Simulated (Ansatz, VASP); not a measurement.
## MgGe2 in VASP and in Ansatz

```
Mg Ge
1.0
     0.00000    3.67088    3.67088
     3.67088    0.00000    3.67088
     3.67088    3.67088    0.00000
Mg Ge
2 4
Direct
  0.50000 0.50000 0.50000
  0.75000 0.75000 0.75000
  0.12500 0.12500 0.12500
  0.62500 0.12500 0.12500
  0.12500 0.12500 0.62500
  0.12500 0.62500 0.12500
```

Change from the starting cell: species swapped into the Be2Ag type (Fd-3m, No. 227).

Alike in both runs: task single point; functional PBE; k mesh 4 × 4 × 4; occupations gaussian, width 0.1 eV; no spin polarisation.

```csv
,VASP,Ansatz
version,VASP 6.6.1,Ansatz 0.2.0
potentials or method,"VASP PAW PBE potentials, release 64 (Mg, Ge_d), cutoff 600 eV","scalar-relativistic, plane waves, PAW"
valence electrons in the cell,60,76
```

```csv
,VASP,Ansatz,Ansatz less VASP
gap on the k mesh at the Fermi level (eV),none,none,-
pressure (GPa),19.4,19.3,-0.03
```

A gap of «none» marks a metal or a gap that the smearing closes. VASP's potentials hold 60 valence electrons a cell and Ansatz's 76, so a difference there can come from the potentials and not from the codes.

The k mesh is coarse, so the values compare programs but aren't converged.
